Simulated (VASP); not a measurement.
# Al3Ru2 (P4mm) in VASP: single point with PBEsol

Aim: the single point of Al3Ru2 with PBEsol.

All numbers are computed with VASP 6.6.1; they aren't measurements. Logs are shortened: lines on timing, memory, paths and dates and some standing lists are left out, and cuts for length are marked.

## (1) The cell of the first run

Symmetry: P4mm, No. 99, tetragonal system. Conventional cell: a = 3.073 Å, b = 3.073 Å, c = 16.252 Å, α = 90.00°, β = 90.00°, γ = 90.00°. Al (site symmetry 4mm) has 8 Ru at 2.64 Å and 6 Al at 2.76 to 3.07 Å within 3.5 Å. Al (site symmetry 4mm) has 8 Ru at 2.64 Å and 5 Al at 2.76 to 3.07 Å within 3.5 Å. Within 3.3 Å of Al (site symmetry 4mm) lie 4 Ru at 2.51 Å and 9 Al at 2.70 to 3.07 Å. Within 3.3 Å of Al (site symmetry 4mm) lie 5 Ru at 2.51 to 2.86 Å and 9 Al at 2.70 to 3.07 Å. Al (site symmetry 4mm) has 5 Ru at 2.51 to 2.86 Å and 9 Al at 2.70 to 3.07 Å within 3.3 Å. Within 3.6 Å of Al (site symmetry 4mm) lie 8 Al at 2.70 to 3.07 Å and 1 Ru at 2.86 Å. Ru (site symmetry 4mm) has 9 Al at 2.51 to 2.86 Å and 5 Ru at 3.01 to 3.07 Å within 3.3 Å. Within 3.5 Å of Ru (site symmetry 4mm) lie 4 Al at 2.64 Å and 5 Ru at 3.01 to 3.07 Å.

## (2) Single point, PBEsol (the distance across one plane changed)

INCAR

```
ALGO = Fast ; EDIFF = 1E-6
ENCUT = 520 ; GGA = PS
ISIF = 2 ; ISMEAR = 0
LASPH = T ; LCHARG = F
LREAL = F ; LWAVE = F
NBANDS = 48 ; NELM = 80
PREC = Accurate ; SIGMA = 0.15
```

KPOINTS

```
k-points
0
Gamma
  15 15 4
```

POSCAR

```
Al3Ru2
1.0
   -3.0733627987      0.0000000000      0.0000000000
    0.0000000000     -3.0733627987      0.0000000000
    0.0000000000      0.0000000000     16.2516646833
Al Ru
6 4
Direct
    0.5000000000      0.5000000000      0.3071905701
    1.0000000000      1.0000000000      0.7456584120
    0.5000000000      0.5000000000      0.1372902282
    1.0000000000      1.0000000000      0.5757580701
    0.5000000000      0.5000000000      0.4770909120
    1.0000000000      1.0000000000      0.0386230700
    0.0000000000      0.0000000000      0.3998462028
    0.5000000000      0.5000000000      0.8383140448
    0.0000000000      0.0000000000      0.2145349373
    0.5000000000      0.5000000000      0.6530027793
```

Potentials or basis: VASP PAW PBE potentials, release 64 (Al, Ru_pv).

The run is started by

```sh
$ cat potpaw_PBE.64/Al/POTCAR potpaw_PBE.64/Ru_pv/POTCAR > POTCAR
$ mpirun -np 1 vasp_std > vasp.out
```

OUTCAR:

```text
EDIFF = 1E-6
   ENCUT = 520
   GGA = PS
   ISIF = 2
   ISMEAR = 0
   LASPH = T
   LREAL = F
   NELM = 80
   PREC = Accurate

 ion  position               nearest neighbor table
   1  0.500  0.500  0.307-   7 2.64   7 2.64   7 2.64   7 2.64   9 2.64   9 2.64   9 2.64   9 2.64
                             3 2.76   5 2.76
   2  0.000  0.000  0.746-  10 2.64  10 2.64  10 2.64  10 2.64   8 2.64   8 2.64   8 2.64   8 2.64
                             4 2.76
   3  0.500  0.500  0.137-   9 2.51   9 2.51   9 2.51   9 2.51   6 2.70   6 2.70   6 2.70   6 2.70
                             1 2.76
   4  0.000  0.000  0.576-  10 2.51  10 2.51  10 2.51  10 2.51   5 2.70   5 2.70   5 2.70   5 2.70
                             2 2.76   7 2.86
   5  0.500  0.500  0.477-   7 2.51   7 2.51   7 2.51   7 2.51   4 2.70   4 2.70   4 2.70   4 2.70
                             1 2.76  10 2.86
   6  0.000  0.000  0.039-   3 2.70   3 2.70   3 2.70   3 2.70   9 2.86
   7  0.000  0.000  0.400-   5 2.51   5 2.51   5 2.51   5 2.51   1 2.64   1 2.64   1 2.64   1 2.64
                             4 2.86   9 3.01
   8  0.500  0.500  0.838-   2 2.64   2 2.64   2 2.64   2 2.64  10 3.01
   9  0.000  0.000  0.215-   3 2.51   3 2.51   3 2.51   3 2.51   1 2.64   1 2.64   1 2.64   1 2.64
                             6 2.86   7 3.01
  10  0.500  0.500  0.653-   4 2.51   4 2.51   4 2.51   4 2.51   2 2.64   2 2.64   2 2.64   2 2.64
                             5 2.86   8 3.01

  LATTYP: Found a simple tetragonal cell.
 ALAT       =     3.0733627987
 C/A-ratio  =     5.2879096116

  Lattice vectors:

 A1 = (  -3.0733627987,   0.0000000000,   0.0000000000)
 A2 = (   0.0000000000,  -3.0733627987,   0.0000000000)
 A3 = (   0.0000000000,   0.0000000000,  16.2516646833)

Analysis of symmetry for initial positions (statically):
=====================================================================
 Subroutine PRICEL returns:
 Original cell was already a primitive cell.

 Routine SETGRP: Setting up the symmetry group for a
 simple tetragonal supercell.

 Subroutine GETGRP returns: Found  8 space group operations
 (whereof  8 operations were pure point group operations)
 out of a pool of 16 trial point group operations.

The static configuration has the point symmetry C_4v.

Analysis of symmetry for dynamics (positions and initial velocities):
=====================================================================
 Subroutine PRICEL returns:
 Original cell was already a primitive cell.

 Routine SETGRP: Setting up the symmetry group for a
 simple tetragonal supercell.

 Subroutine GETGRP returns: Found  8 space group operations
 (whereof  8 operations were pure point group operations)
 out of a pool of 16 trial point group operations.

The dynamic configuration has the point symmetry C_4v.

 Subroutine INISYM returns: Found  8 space group operations
 (whereof  8 operations are pure point group operations),
 and found     1 'primitive' translations

----------------------------------------------------------------------------------------

                                     Primitive cell

  volume of cell :     153.5061

  direct lattice vectors                    reciprocal lattice vectors
    -3.073362799  0.000000000  0.000000000    -0.325376490  0.000000000  0.000000000
     0.000000000 -3.073362799  0.000000000     0.000000000 -0.325376490  0.000000000
     0.000000000  0.000000000 16.251664683     0.000000000  0.000000000  0.061532158

  length of vectors
     3.073362799  3.073362799 16.251664683     0.325376490  0.325376490  0.061532158

  position of ions in fractional coordinates (direct lattice)
     0.500000000  0.500000000  0.307190570
     0.000000000  0.000000000  0.745658412
     0.500000000  0.500000000  0.137290228
     0.000000000  0.000000000  0.575758070
     0.500000000  0.500000000  0.477090912
     0.000000000  0.000000000  0.038623070
     0.000000000  0.000000000  0.399846203
     0.500000000  0.500000000  0.838314045
     0.000000000  0.000000000  0.214534937
     0.500000000  0.500000000  0.653002779

  ion indices of the primitive-cell ions
   primitive index   ion index
                 1           1
                 2           2
                 3           3
                 4           4
                 5           5
                 6           6
                 7           7
                 8           8
                 9           9
                10          10

----------------------------------------------------------------------------------------

 KPOINTS: k-points

Automatic generation of k-mesh.
 Grid dimensions read from file:
 generate k-points for:   15   15    4

 Generating k-lattice:

  Cartesian coordinates                     Fractional coordinates (reciprocal lattice)
    -0.021691766  0.000000000  0.000000000     0.066666667  0.000000000  0.000000000
     0.000000000 -0.021691766  0.000000000     0.000000000  0.066666667  0.000000000
     0.000000000  0.000000000  0.015383040     0.000000000  0.000000000  0.250000000

  Length of vectors
     0.021691766  0.021691766  0.015383040

  Shift w.r.t. Gamma in fractional coordinates (k-lattice)
     0.000000000  0.000000000  0.000000000

 Subroutine IBZKPT returns following result:
 ===========================================

 Found    108 irreducible k-points:

 Following reciprocal coordinates:
            Coordinates               Weight
  0.000000  0.000000  0.000000      1.000000
  0.066667  0.000000  0.000000      4.000000
  0.133333  0.000000  0.000000      4.000000
  0.200000  0.000000  0.000000      4.000000
  0.266667  0.000000  0.000000      4.000000
  0.333333  0.000000  0.000000      4.000000
[... 16 lines left out ...]
  0.266667  0.200000  0.000000      8.000000
  0.333333  0.200000  0.000000      8.000000
 [... further k-points ...]
   k-points           NKPTS =    108   k-points in BZ     NKDIM =    108   number of bands    NBANDS=     48
   number of dos      NEDOS =    301   number of ions     NIONS =     10
   total plane-waves  NPLWV =  72576
   dimension x,y,z NGX =    24 NGY =   24 NGZ =  126
   dimension x,y,z NGXF=    48 NGYF=   48 NGZF=  252
   ions per type =               6   4
   NGX,Y,Z   is equivalent  to a cutoff of  12.98, 12.98, 12.89 a.u.
   NGXF,Y,Z  is equivalent  to a cutoff of  25.96, 25.96, 25.78 a.u.
 SYSTEM =  unknown system
   PREC   = accura    normal or accurate (medium, high low for compatibility)
   ISTART =      0    job   : 0-new  1-cont  2-samecut
   ICHARG =      2    charge: 1-file 2-atom 10-const
   ISPIN  =      1    spin polarized calculation?
   LNONCOLLINEAR =      F non collinear calculations
   LSORBIT =      F    spin-orbit coupling
   LASPH  =      T    aspherical Exc in radial PAW
   ENCUT  =  520.0 eV  38.22 Ry    6.18 a.u.   5.71  5.71 30.22*2*pi/ulx,y,z
   NELM   =     80;   NELMIN=  2; NELMDL= -5     # of ELM steps
   EDIFF  = 0.1E-05   stopping-criterion for ELM
   LREAL  =      F    real-space projection
   EDIFFG = 0.1E-04   stopping-criterion for IOM
   NSW    =      0    number of steps for IOM
   IBRION =     -1    ionic relax: 0-MD 1-quasi-New 2-CG
   NFREE  =      0    steps in history (QN), initial steepest desc. (CG)
   ISIF   =      2    stress and relaxation
   ISYM   =      2    0-nonsym 1-usesym 2-fastsym
   POTIM  = 0.5000    time-step for ionic-motion
   TEBEG  =    0.0;   TEEND  =   0.0 temperature during run
   PSTRESS=    0.0 pullay stress
   NELECT =      74.0000    total number of electrons
   NUPDOWN=      -1.0000    fix difference up-down
   EMIN   =  10.00;   EMAX   =-10.00  energy-range for DOS
   EFERMI =   0.00;   METHOD = LEGACY
   ISMEAR =     0;   SIGMA  =   0.15  broadening in eV -4-tet -1-fermi 0-gaus
   EFERMI_NEDOS =   21; number of points for ismear=-14 and -15
   IALGO  =     68    algorithm
   IMIX   =      4    mixing-type and parameters
     AMIX     =   0.40;   BMIX     =  1.00
     AMIX_MAG =   1.60;   BMIX_MAG =  1.00
  volume/ion in A,a.u.               =      15.35       103.59
  Fermi-wavevector in a.u.,A,eV,Ry     =   1.283641  2.425730 22.418784  1.647734
  Thomas-Fermi vector in A             =   2.415882
   LORBIT       =      0    0 simple, 1 ext, 2 COOP (PROOUT), +10 PAW based schemes
   GGA     = PS    functional components
   LHFCALC =     F    Hartree Fock is set to
   AEXX    =    0.0000 exact exchange contribution
   IVDW    =     0    specifies the selected vdW correction
   LEPSILON=     F    determine dielectric tensor
   LRPA    =     F    only Hartree local field effects (RPA)
 non-spin polarized calculation
 RMM-DIIS sequential band-by-band and
 Gauss-broadening in eV      SIGMA  =   0.15
  energy-cutoff  :      520.00
  volume of cell :      153.51
 maximum number of plane-waves:      4176
 NGX is ok and might be reduce to    24
   NGX = 11   NGY = 11   NGZ = 61

 number of electron      74.0000021 magnetization

 Free energy of the ion-electron system (eV)
  ---------------------------------------------------
  ext. energy  EPLUGINS =         0.00000000
  ---------------------------------------------------
  free energy    TOTEN  =       -68.08186179 eV

  energy without entropy =      -68.00887148  energy(sigma->0) =      -68.04536664

 E-fermi :   8.7771     XC(G=0): -11.5572

 val. band max:        8.7767117796   @ k =   0.2000   0.0667   0.5000
 cond. band min:       8.7822196133   @ k =   0.4000   0.3333   0.0000
 fundamental gap:      0.0055078337
 Fermi energy:         8.7771111626

 k-point     1 :       0.0000    0.0000    0.0000
  band No.  band energies     occupation
      1     -33.2406      2.00000
      2     -33.1826      2.00000
      3     -33.1826      2.00000
      4     -33.1079      2.00000
      5     -33.0487      2.00000
      6     -33.0358      2.00000
[... 40 lines left out ...]
     47      14.4149      0.00000
     48      14.8505      0.00000

 k-point     2 :       0.0667    0.0000    0.0000
  band No.  band energies     occupation
      1     -33.2398      2.00000
      2     -33.1896      2.00000
      3     -33.1820      2.00000
      4     -33.1071      2.00000
      5     -33.0480      2.00000
      6     -33.0427      2.00000
[... 40 lines left out ...]
     47      14.5158      0.00000
     48      14.9884      0.00000

 k-point     3 :       0.1333    0.0000    0.0000
  band No.  band energies     occupation
      1     -33.2377      2.00000
      2     -33.2093      2.00000
      3     -33.1803      2.00000
      4     -33.1050      2.00000
      5     -33.0623      2.00000
      6     -33.0590      2.00000
[... 40 lines left out ...]
     47      14.4910      0.00000
     48      14.7847      0.00000

 k-point     4 :       0.2000    0.0000    0.0000
  band No.  band energies     occupation
      1     -33.2383      2.00000
      2     -33.2344      2.00000
      3     -33.1777      2.00000
      4     -33.1018      2.00000
      5     -33.0910      2.00000
      6     -33.0877      2.00000
[... 958 lines left out ...]
     47      13.9530      0.00000
     48      14.5303      0.00000

 k-point    23 :       0.2667    0.2000    0.0000
  band No.  band energies     occupation
      1     -33.2655      2.00000
      2     -33.2294      2.00000
      3     -33.2250      2.00000
      4     -33.1181      2.00000
      5     -33.1149      2.00000
      6     -33.0926      2.00000
[... 40 lines left out ...]
     47      13.7386      0.00000
     48      14.1298      0.00000

 k-point    24 :       0.3333    0.2000    0.0000
  band No.  band energies     occupation
      1     -33.2966      2.00000
      2     -33.2263      2.00000
      3     -33.2216      2.00000
      4     -33.1490      2.00000
      5     -33.1458      2.00000
      6     -33.0892      2.00000
[... 40 lines left out ...]
     47      13.6904      0.00000
     48      14.0063      0.00000

 [... further k-points ...]

------------------------ aborting loop because EDIFF is reached ----------------------------------------

  FORCE on cell =-STRESS in cart. coord.  units (eV):
  Direction    XX          YY          ZZ          XY          YZ          ZX
  --------------------------------------------------------------------------------------
  -------------------------------------------------------------------------------------
  Total       -4.8566475     -4.8566475     -5.0066756      0.0000000      0.0000000      0.0000000
  in kB      -50.6899259    -50.6899259    -52.2558028      0.0000000      0.0000000      0.0000000
  external PRESSURE =     -51.2118849 kB  Pullay stress =       0.0000000 kB

 VOLUME and BASIS-vectors are now :
 -----------------------------------------------------------------------------
  energy-cutoff  :      520.00
  volume of cell :      153.51
      direct lattice vectors                 reciprocal lattice vectors
    -3.073362799  0.000000000  0.000000000    -0.325376490  0.000000000  0.000000000
     0.000000000 -3.073362799  0.000000000     0.000000000 -0.325376490  0.000000000
     0.000000000  0.000000000 16.251664683     0.000000000  0.000000000  0.061532158

 POSITION                                       TOTAL-FORCE (eV/Angst)
 -----------------------------------------------------------------------------------
     -1.53668     -1.53668      4.99236         0.000000      0.000000      0.191846
      0.00000      0.00000     12.11819         0.000000      0.000000      0.645350
     -1.53668     -1.53668      2.23119         0.000000     -0.000000      0.492798
      0.00000      0.00000      9.35703         0.000000      0.000000     -0.132897
     -1.53668     -1.53668      7.75352         0.000000      0.000000      0.193777
      0.00000      0.00000      0.62769         0.000000      0.000000     -1.322260
      0.00000      0.00000      6.49817         0.000000      0.000000     -0.213082
     -1.53668     -1.53668     13.62400        -0.000000      0.000000      0.011578
      0.00000      0.00000      3.48655         0.000000      0.000000     -0.218504
     -1.53668     -1.53668     10.61238         0.000000     -0.000000      0.351395
 -----------------------------------------------------------------------------------
    total drift:                               -0.000000      0.000000      0.000840

  FREE ENERGIE OF THE ION-ELECTRON SYSTEM (eV)
  ---------------------------------------------------
  free  energy   TOTEN  =       -68.0818617885 eV

  energy  without entropy=      -68.0088714837  energy(sigma->0) =      -68.04536664
```

Wall time 16 min (1 thread of Intel Xeon 8259CL, shared host); peak memory 0.66 GiB.

Results:

| Property | Result |
| --- | --- |
| Free energy | -68.0819 eV |
| Pressure | -5.1 GPa |
| Largest force | 1.322 eV/Å |
| Band gap on the k mesh | zero (bands 37 and 38 overlap by 1.20 eV) |

Forces on the atoms (eV/Å):
```
Al   0.000  0.000  0.192
Al   0.000  0.000  0.645
Al   0.000  0.000  0.493
Al   0.000  0.000 -0.133
Al   0.000  0.000  0.194
Al   0.000  0.000 -1.322
Ru   0.000  0.000 -0.213
Ru   0.000  0.000  0.012
Ru   0.000  0.000 -0.219
Ru   0.000  0.000  0.351
```

Caveat: the cell differs from its parent crystal (the distance across one plane changed); the cell stands under tension; the PAW data sets were made with another functional, which shifts forces and pressure a little.
